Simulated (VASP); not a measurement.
# BaTiO3 (P4mm) in VASP: settings compared, part 2 of 2

VASP 6.6.1. Earlier steps stand in the parts before.

## Step 3: Single point, PBE+U

INCAR

```
SYSTEM = BaTiO3
PREC     = Accurate       ! precision mode
ENCUT    = 520            ! plane-wave cutoff, eV
EDIFF    = 1E-7           ! SCF threshold, eV
ISMEAR   = 0              ! smearing method
SIGMA    = 0.01           ! smearing width, eV
LREAL    = .FALSE.        ! projectors in reciprocal space
LASPH    = .TRUE.         ! aspherical terms in the spheres
NELM     = 150            ! most SCF steps
ALGO     = Normal         ! electronic algorithm
ISIF     = 2              ! what is computed and relaxed
LWAVE    = .FALSE.        ! write WAVECAR
LCHARG   = .TRUE.         ! write CHGCAR
LMAXMIX  = 4              ! l up to which the mixer works
LDAU     = .TRUE.         ! DFT+U
LDAUTYPE = 2            
LDAUL    = -1 2 -1        ! shell
LDAUU    = 0 2 0          ! U, eV
LDAUJ    = 0 0 0        
LDAUPRINT= 1            
GGA      = PE             ! functional
LELF     = .TRUE.         ! ELF
LVHAR    = .TRUE.       
NBANDS   = 28             ! bands
```

KPOINTS

```
Automatic mesh
0
G
  4 4 4
  0 0 0
```

POSCAR

```
BaTiO3
1.0
    3.9998000000      0.0000000000      0.0000000000
    0.0000000000      3.9998000000      0.0000000000
    0.0000000000      0.0000000000      4.0180000000
Ba Ti O
1 1 3
Direct
    0.0000000000      0.0000000000      0.0000000000
    0.5000000000      0.5000000000      0.4900000000
    0.5000000000      0.5000000000      0.0190000000
    0.5000000000      0.0000000000      0.5170000000
    0.0000000000      0.5000000000      0.5170000000
```

Potentials or basis: VASP PAW PBE potentials, release 64 (Ba_sv, Ti_sv, O).

The run is started by

```
$ cat potpaw_PBE.64/Ba_sv/POTCAR potpaw_PBE.64/Ti_sv/POTCAR potpaw_PBE.64/O/POTCAR > POTCAR
$ mpirun -np 1 vasp_std > vasp.out
```

OUTCAR:

```text
SYSTEM = BaTiO3
   PREC = Accurate
   ENCUT = 520
   EDIFF = 1E-7
   ISMEAR = 0
   LREAL = .FALSE.
   LASPH = .TRUE.
   NELM = 150
   ISIF = 2
   GGA = PE

 ion  position               nearest neighbor table
   1  0.000  0.000  0.000-   4 2.79   5 2.79   5 2.79   4 2.79   3 2.83   3 2.83   3 2.83   3 2.83
                             4 2.88   5 2.88   5 2.88   4 2.88   2 3.45   2 3.45   2 3.45   2 3.45
   2  0.500  0.500  0.490-   3 1.89   4 2.00   5 2.00   4 2.00   5 2.00   3 2.13   1 3.45   1 3.45
                             1 3.45   1 3.45   1 3.49   1 3.49   1 3.49   1 3.49
   3  0.500  0.500  0.019-   2 1.89   2 2.13   1 2.83   1 2.83   1 2.83   1 2.83
   4  0.500  0.000  0.517-   2 2.00   2 2.00   1 2.79   1 2.79   1 2.88   1 2.88
   5  0.000  0.500  0.517-   2 2.00   2 2.00   1 2.79   1 2.79   1 2.88   1 2.88

  LATTYP: Found a simple tetragonal cell.
 ALAT       =     3.9998000000
 C/A-ratio  =     1.0045502275

  Lattice vectors:

 A1 = (   3.9998000000,   0.0000000000,   0.0000000000)
 A2 = (   0.0000000000,   3.9998000000,   0.0000000000)
 A3 = (   0.0000000000,   0.0000000000,   4.0180000000)

Analysis of symmetry for initial positions (statically):
[... 212 lines left out ...]
 val. band max:        3.9184923804   @ k =   0.5000   0.5000   0.5000
 cond. band min:       5.9086851761   @ k =   0.0000   0.0000   0.0000
 fundamental gap:      1.9901927957
 Fermi energy:         4.1042565881

 k-point     1 :       0.0000    0.0000    0.0000
  band No.  band energies     occupation
      1     -53.2381      2.00000
      2     -29.4512      2.00000
      3     -29.4245      2.00000
      4     -29.4245      2.00000
      5     -20.9464      2.00000
      6     -13.0337      2.00000
[... 547 lines left out ...]
     27      11.5153      0.00000
     28      11.6875      0.00000

------------------------ aborting loop because EDIFF is reached ----------------------------------------

  FORCE on cell =-STRESS in cart. coord.  units (eV):
  Direction    XX          YY          ZZ          XY          YZ          ZX
  --------------------------------------------------------------------------------------
  -------------------------------------------------------------------------------------
  Total        2.1890354      2.1890354      2.6502881      0.0000000      0.0000000      0.0000000
  in kB       54.5603169     54.5603169     66.0567476      0.0000000      0.0000000      0.0000000
  external PRESSURE =      58.3924605 kB  Pullay stress =       0.0000000 kB

 VOLUME and BASIS-vectors are now :
 -----------------------------------------------------------------------------
  energy-cutoff  :      520.00
  volume of cell :       64.28
      direct lattice vectors                 reciprocal lattice vectors
     3.999800000  0.000000000  0.000000000     0.250012501  0.000000000  0.000000000
     0.000000000  3.999800000  0.000000000     0.000000000  0.250012501  0.000000000
     0.000000000  0.000000000  4.018000000     0.000000000  0.000000000  0.248880040

 POSITION                                       TOTAL-FORCE (eV/Angst)
 -----------------------------------------------------------------------------------
      0.00000      0.00000      0.00000        -0.000000      0.000000      0.068506
      1.99990      1.99990      1.96882        -0.000000     -0.000000      0.104342
      1.99990      1.99990      0.07634        -0.000000     -0.000000      0.029854
      1.99990      0.00000      2.07731        -0.000000      0.000000     -0.101351
      0.00000      1.99990      2.07731         0.000000      0.000000     -0.101351
 -----------------------------------------------------------------------------------
    total drift:                                0.000000      0.000000      0.000221

  FREE ENERGIE OF THE ION-ELECTRON SYSTEM (eV)
  ---------------------------------------------------
  free  energy   TOTEN  =       -38.5917051762 eV

  energy  without entropy=      -38.5917051762  energy(sigma->0) =      -38.59170518
```

stdout:

```text
POSCAR found type information on POSCAR BaTiO
 POSCAR found :  3 types and       5 ions
 scaLAPACK will be used
 LDA part: xc-table for (Slater+PW92), standard interpolation
 POSCAR, INCAR and KPOINTS ok, starting setup
 FFT: planning ... GRIDC
 FFT: planning ... GRID_SOFT
 FFT: planning ... GRID
 WAVECAR not read
 entering main loop
```

Wall time 61 s (1 thread of Intel Xeon 8259CL, shared host); peak memory 0.19 GiB.

What came out:

- Free energy: -38.5917 eV
- Pressure: 5.8 GPa
- Largest force: 0.104 eV/Å
- Band gap on the k mesh: 1.99 eV (least direct gap 2.29 eV)

Forces in eV/Å, atoms in the order of the input:
```
Ba   0.000  0.000  0.069
Ti   0.000  0.000  0.104
O    0.000  0.000  0.030
O    0.000  0.000 -0.101
O    0.000  0.000 -0.101
```

Stress tensor (GPa, compression positive):
```
5.46 0.00 0.00
0.00 5.46 0.00
0.00 0.00 6.61
```

Levels at points of the mesh, in eV from the valence-band top:
| k point | band 17 | band 18 | band 19 | band 20 | band 21 | band 22 | band 23 | band 24 |
| --- | --- | --- | --- | --- | --- | --- | --- | --- |
| (0.00, 0.00, 0.00) | -1.14 | -0.32 | -0.30 | -0.30 | 1.99 | 2.18 | 2.18 | 3.97 |
| (0.50, 0.00, 0.00) | -1.79 | -1.71 | -0.96 | -0.87 | 2.33 | 3.68 | 3.71 | 4.02 |
| (0.50, 0.50, 0.00) | -1.84 | -0.98 | -0.98 | -0.09 | 3.72 | 3.72 | 4.13 | 4.66 |
| (0.00, 0.00, 0.50) | -1.90 | -1.90 | -0.74 | -0.74 | 2.16 | 3.74 | 3.74 | 3.97 |
| (0.50, 0.00, 0.50) | -1.80 | -0.92 | -0.90 | -0.17 | 3.71 | 3.75 | 4.11 | 4.78 |
| (0.50, 0.50, 0.50) | -2.38 | -0.08 | -0.08 | 0.00 | 4.35 | 4.35 | 4.36 | 6.50 |

Eigenvalues of the final occupation matrices:
```tsv
site	spin	trace	eigenvalues
site 2 d	1	0.84	0.11 0.12 0.12 0.24 0.25
site 2 d	2	0.84	0.11 0.12 0.12 0.24 0.25
```

Caveat: the cell stands under pressure; spin-orbit coupling is left out, which moves the levels of the heavy elements. A k mesh can miss the band edges.

## Step 4: Single point, PBE+U

INCAR

```
ALGO = Normal
EDIFF = 1E-7
ENCUT = 520
GGA = PE
ISIF = 2
ISMEAR = 0
LASPH = True
LCHARG = True
LDAU = True
LDAUJ = 0 0 0
LDAUL = -1 2 -1
LDAUPRINT = 1
LDAUTYPE = 2
LDAUU = 0 4 0
LELF = True
LMAXMIX = 4
LREAL = False
LVHAR = True
LWAVE = False
NBANDS = 28
NELM = 150
PREC = Accurate
SIGMA = 0.01
```

KPOINTS

```
k-points
0
Gamma
  4 4 4
```

POSCAR is that of step 3.

The run is started by

```
$ cat potpaw_PBE.64/Ba_sv/POTCAR potpaw_PBE.64/Ti_sv/POTCAR potpaw_PBE.64/O/POTCAR > POTCAR
$ mpirun -np 1 vasp_std > vasp.out
```

It took 49 s on 1 thread of Intel Xeon 8259CL, shared host; peak memory 0.19 GiB.

Results (log left out):

| Property | Result |
| --- | --- |
| Free energy | -37.2659 eV |
| Pressure | 7.5 GPa |
| Largest force | 0.411 eV/Å |
| Band gap on the k mesh | 2.24 eV (least direct gap 2.55 eV) |

Forces on the atoms (eV/Å):
```
Ba   0.000  0.000  0.065
Ti   0.000  0.000  0.411
O    0.000  0.000 -0.251
O    0.000  0.000 -0.112
O    0.000  0.000 -0.112
```

Stress tensor (GPa, compression positive):
```
7.04 0.00 0.00
0.00 7.04 0.00
0.00 0.00 8.35
```

Levels at points of the mesh, in eV from the valence-band top:
| k point | band 18 | band 19 | band 20 | band 21 | band 22 | band 23 |
| --- | --- | --- | --- | --- | --- | --- |
| (0.00, 0.00, 0.00) | -0.34 | -0.31 | -0.31 | 2.24 | 2.40 | 2.40 |
| (0.50, 0.00, 0.00) | -1.69 | -0.98 | -0.90 | 2.57 | 3.92 | 3.93 |
| (0.50, 0.50, 0.00) | -0.98 | -0.98 | -0.09 | 3.95 | 3.95 | 4.38 |
| (0.00, 0.00, 0.50) | -1.86 | -0.78 | -0.78 | 2.43 | 3.96 | 3.96 |
| (0.50, 0.00, 0.50) | -0.92 | -0.91 | -0.17 | 3.95 | 3.98 | 4.35 |
| (0.50, 0.50, 0.50) | -0.08 | -0.08 | 0.00 | 4.58 | 4.58 | 4.60 |

Eigenvalues of the final occupation matrices:
```tsv
site	spin	trace	eigenvalues
site 2 d	1	0.80	0.10 0.11 0.11 0.23 0.24
site 2 d	2	0.80	0.10 0.11 0.11 0.23 0.24
```

Caveat: the cell stands under pressure; spin-orbit coupling is left out, which moves the levels of the heavy elements.

## Step 5: Single point, PBE+U

INCAR

```
PREC = Accurate
ENCUT = 520
EDIFF = 1E-7
ISMEAR = 0
SIGMA = 0.01
LREAL = False
LASPH = True
NELM = 150
ALGO = Normal
ISIF = 2
LWAVE = False
LCHARG = False
LMAXMIX = 4
LDAU = True
LDAUTYPE = 2
LDAUL = -1 2 -1
LDAUU = 0 6 0
LDAUJ = 0 0 0
LDAUPRINT = 1
GGA = PE
NBANDS = 28
```

KPOINTS

```
Automatic mesh
0
Gamma
  4 4 4
```

POSCAR is that of step 4.

The run is started by

```
$ cat potpaw_PBE.64/Ba_sv/POTCAR potpaw_PBE.64/Ti_sv/POTCAR potpaw_PBE.64/O/POTCAR > POTCAR
$ mpirun -np 1 vasp_std > vasp.out
```

It took 64 s on 1 thread of Intel Xeon 8259CL, shared host; peak memory 0.19 GiB.

Results (log left out):

```
Free energy            : -35.9956 eV
Pressure               : 9.2 GPa
Largest force          : 0.718 eV/Å
Band gap on the k mesh : 2.51 eV (least direct gap 2.83 eV)
```

Forces on the atoms (eV/Å):
```
Ba   0.000  0.000  0.061
Ti   0.000  0.000  0.718
O    0.000  0.000 -0.536
O    0.000  0.000 -0.122
O    0.000  0.000 -0.122
```

Stress tensor (GPa, compression positive):
```
 8.66  0.00  0.00
 0.00  8.66  0.00
 0.00  0.00 10.14
```

Levels at points of the mesh, in eV from the valence-band top:
| k point | band 16 | band 17 | band 18 | band 19 | band 20 | band 21 | band 22 | band 23 | band 24 | band 25 |
| --- | --- | --- | --- | --- | --- | --- | --- | --- | --- | --- |
| (0.00, 0.00, 0.00) | -1.23 | -1.16 | -0.35 | -0.32 | -0.32 | 2.51 | 2.65 | 2.65 | 4.05 | 4.08 |
| (0.50, 0.00, 0.00) | -1.98 | -1.70 | -1.66 | -1.00 | -0.93 | 2.84 | 4.06 | 4.18 | 4.19 | 5.80 |
| (0.50, 0.50, 0.00) | -2.62 | -1.99 | -0.99 | -0.99 | -0.09 | 4.21 | 4.21 | 4.65 | 4.65 | 7.60 |
| (0.00, 0.00, 0.50) | -1.98 | -1.82 | -1.82 | -0.81 | -0.81 | 2.72 | 4.05 | 4.21 | 4.21 | 5.91 |
| (0.50, 0.00, 0.50) | -2.57 | -1.95 | -0.93 | -0.92 | -0.17 | 4.22 | 4.24 | 4.61 | 4.80 | 7.55 |
| (0.50, 0.50, 0.50) | -2.32 | -2.29 | -0.08 | -0.08 | 0.00 | 4.84 | 4.84 | 4.87 | 6.43 | 6.59 |

Eigenvalues of the final occupation matrices:
```tsv
site	spin	trace	eigenvalues
site 2 d	1	0.76	0.09 0.10 0.10 0.23 0.24
site 2 d	2	0.76	0.09 0.10 0.10 0.23 0.24
```

Caveat: the cell stands under pressure; spin-orbit coupling is left out, which moves the levels of the heavy elements.

## Step 6: The runs side by side

| level | U | gap on the mesh (eV) | pressure (GPa) | largest force (eV/Å) |
| --- | --- | --- | --- | --- |
| PBE | - | 1.76 | 4.2 | 0.31 |
| PBE+U | Ti d U = 2.0 eV | 1.99 | 5.8 | 0.10 |
| PBE+U | Ti d U = 4.0 eV | 2.24 | 7.5 | 0.41 |
| PBE+U | Ti d U = 6.0 eV | 2.51 | 9.2 | 0.72 |

Alike in all rows: task single point; potentials or basis VASP PAW PBE potentials, release 64 (Ba_sv, Ti_sv, O); no spin polarisation; cell as given; k mesh 4 × 4 × 4; cutoff (eV) 520; smearing gaussian 0.01 eV.

On the cell as given the gap runs from 1.76 eV (PBE) to 2.51 eV (PBE+U). The pressure there spans 4.2 GPa (PBE) to 9.2 GPa (PBE+U); a positive pressure means that this level wants a larger cell, a negative one a smaller.

Caveats: the cell stands under pressure; spin-orbit coupling is left out, which moves the levels of the heavy elements.

Absolute energies hang on the potentials; compare differences alone.
